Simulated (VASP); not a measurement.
**HfC: single point with r2SCAN**

Crystal: HfC.

```xyz
2
Lattice="0.0000 2.5001 2.5001 2.5127 -0.0126 2.5127 2.5127 2.5127 -0.0126" Properties=species:S:1:pos:R:3 pbc="T T T"
Hf    0.0000    0.0000    0.0000
C     1.2563    1.2500    1.2500
```

- Program: VASP 6.6.1
- Task: single point
- Functional: r2SCAN
- Potentials or basis: VASP PAW PBE potentials, release 64 (Hf_pv, C)
- Cutoff: 520 eV
- k mesh: 12 × 12 × 12
- Occupations: gaussian, width 0.05 eV
- Spin: no spin polarisation

| Quantity | Value |
| --- | --- |
| Pressure | -0.4 GPa |
| Largest force | 0.105 eV/Å |
| Band gap on the k mesh | 0.58 eV |

Forces in eV/Å, atoms in the order of the input:
```
Hf  -0.105  0.000  0.000
C    0.105  0.000  0.000
```

Stress tensor (GPa, compression positive):
```
-0.42  0.00  0.00
 0.00 -0.41  1.12
 0.00  1.12 -0.41
```

Levels at points of the mesh, in eV from the valence-band top:
```tsv
k point	band 5	band 6	band 7	band 8	band 9	band 10
(0.00, 0.00, 0.00)	-2.38	-2.35	-2.32	3.81	4.01	4.01
(0.50, 0.00, 0.00)	-2.98	-1.73	-1.68	4.34	4.79	4.84
(0.00, 0.50, 0.00)	-3.03	-1.72	-1.68	4.39	4.78	4.82
(0.50, 0.50, 0.00)	-4.18	-0.06	-0.06	0.77	4.96	5.78
(0.00, 0.50, 0.50)	-4.18	-0.07	-0.05	0.77	4.96	5.78
```

It took 6.7 min on 1 thread of Intel(R) Xeon(R) Platinum 8375C CPU @ 2.90GHz (Ice Lake), with other jobs on the host, peak memory 0.26 GiB.

Caveat: the PAW data sets were made with another functional, which shifts forces and pressure a little; spin-orbit coupling is left out, which moves the levels of the heavy elements. A k mesh can miss the band edges.
